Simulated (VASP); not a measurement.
Os: single point with BLYP

Crystal: Os.

```
Os
1.0
     0.00000    1.92204    1.92204
     1.92204    0.00000    1.92204
     1.92204    1.92204    0.00000
Os
1
Direct
  0.00000 0.00000 0.00000
```

* Program: VASP 6.6.1
* Task: single point
* Functional: BLYP
* Potentials or basis: VASP PAW PBE potentials, release 64 (Os)
* Cutoff: 520 eV
* k mesh: 4 × 4 × 4
* Occupations: fermi-dirac, width 0.272114 eV
* Spin: no spin polarisation
* Dipole correction: no
* Further INCAR settings: ALGO = Normal; EDIFF = 1e-06; NBANDS = 10; ISYM = 0

```
Pressure               : 25.4 GPa
Band gap on the k mesh : zero (band 4 reaches 12.35 eV, above the bottom of band 5 at 9.04 eV)
```

Levels at points of the mesh, in eV from the Fermi level:
```csv
k point,band 1,band 2,band 3,band 4,band 5,band 6,band 7,band 8
"(0.00, 0.00, 0.00)",-10.29,-2.69,-2.69,-2.69,0.29,0.29,14.76,20.38
"(0.50, 0.00, 0.00)",-7.27,-2.85,-2.85,0.31,2.68,2.68,9.14,14.31
"(0.00, 0.50, 0.00)",-7.27,-2.85,-2.85,0.31,2.68,2.68,9.14,14.31
"(0.00, 0.00, 0.50)",-7.27,-2.85,-2.85,0.31,2.68,2.68,9.14,14.31
"(0.50, 0.50, 0.50)",-7.27,-2.85,-2.85,0.31,2.68,2.68,9.14,14.31
"(0.50, 0.50, 0.00)",-7.15,-6.47,2.63,2.82,3.36,3.36,12.36,12.59
"(0.00, 0.50, 0.50)",-7.15,-6.47,2.63,2.82,3.36,3.36,12.36,12.59
"(0.50, 0.00, 0.50)",-7.15,-6.47,2.63,2.82,3.36,3.36,12.36,12.59
```

Run time: 15 s on 1 thread of AMD EPYC 7R13, on a shared host, peak memory 0.1 GiB.

Caveat: the k points lie up to 0.71 Å⁻¹ apart; the PAW data sets were made with another functional, which shifts forces and pressure a little; spin-orbit coupling is left out, which moves the levels of the heavy elements.
